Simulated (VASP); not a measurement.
Co:

```
Co
1.0
     2.47268    0.00000    0.00000
    -1.23634    2.14141    0.00000
     0.00000    0.00000    4.01445
Co
2
Direct
  0.33333 0.66667 0.75000
  0.66667 0.33333 0.25000
```

Base run:

* Program: VASP 6.6.1
* Functional: r2SCAN
* Potentials or basis: VASP PAW PBE potentials, release 64 (Co)
* Cutoff: 520 eV
* k mesh: 20 × 20 × 10
* Occupations: gaussian, width 0.05 eV
* Spin: collinear spin, ferromagnetic start
* Starting moments: [2.07, 2.07] μB

Its results: pressure -0.1 GPa.

Q: The run is repeated on the same cell with these changes: spin from collinear spin, ferromagnetic start to no spin polarisation; further incar settings from ALGO = Normal; EDIFF = 1e-06; NBANDS = 20 to ALGO = Normal; EDIFF = 1e-07; NBANDS = 16. What comes out?

A: Pressure -15.8 GPa.

Caveats: the PAW data sets were made with another functional, which shifts forces and pressure a little; the cell stands under tension (at least some runs).
